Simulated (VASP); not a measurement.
Here is a VASP 6.6.1 calculation.

POSCAR

```
Ag
1.0
    0.0000000000      2.0431000000      2.0431000000
    2.0226690000      0.0000000000      2.0431000000
    2.0226690000      2.0431000000      0.0000000000
Ag
1
Direct
    0.0000000000      0.0000000000      0.0000000000
```

Contents of INCAR.step1:

```
SYSTEM = Ag
PREC = Accurate
ENCUT = 520
ISMEAR = 0
SIGMA = 0.15
LREAL = .FALSE.
LASPH = .TRUE.
NELM = 80
NBANDS = 12
GGA = PE
ALGO = Normal
EDIFF = 1E-4
LWAVE = .TRUE.
LCHARG = .FALSE.
```

The input INCAR.step2:

```
SYSTEM = Ag
PREC = Accurate
ENCUT = 520
EDIFF = 1E-7
ISMEAR = 0
SIGMA = 0.15
LREAL = .FALSE.
LASPH = .TRUE.
NELM = 80
ALGO = Normal
ISIF = 2
LWAVE = .FALSE.
LCHARG = .TRUE.
METAGGA = R2SCAN
LMIXTAU = .TRUE.
LELF = .TRUE.
LVHAR = .TRUE.
NBANDS = 12
ISTART = 1
```

File KPOINTS:

```
Automatic mesh
0
G
  20 20 20
  0 0 0
```

Potentials or basis: VASP PAW PBE potentials, release 64 (Ag).

The run is started by

```sh
$ cat potpaw_PBE.64/Ag/POTCAR > POTCAR
$ cp INCAR.step1 INCAR
$ mpirun -np 1 vasp_std > vasp.out
$ cp INCAR.step2 INCAR
$ mpirun -np 1 vasp_std > vasp.out
```

(1) What does it give for the band gap on the k mesh?

(2) What does it give for the pressure?

Answers

(1) zero (an odd number of electrons rules out a gap without spin polarisation).

(2) 2.7 GPa.

Caveat: the cell differs from its parent crystal (strain -0.0100 x Voigt [1, 0, 0, 0, 0, 0]); the PAW data sets were made with another functional, which shifts forces and pressure a little.
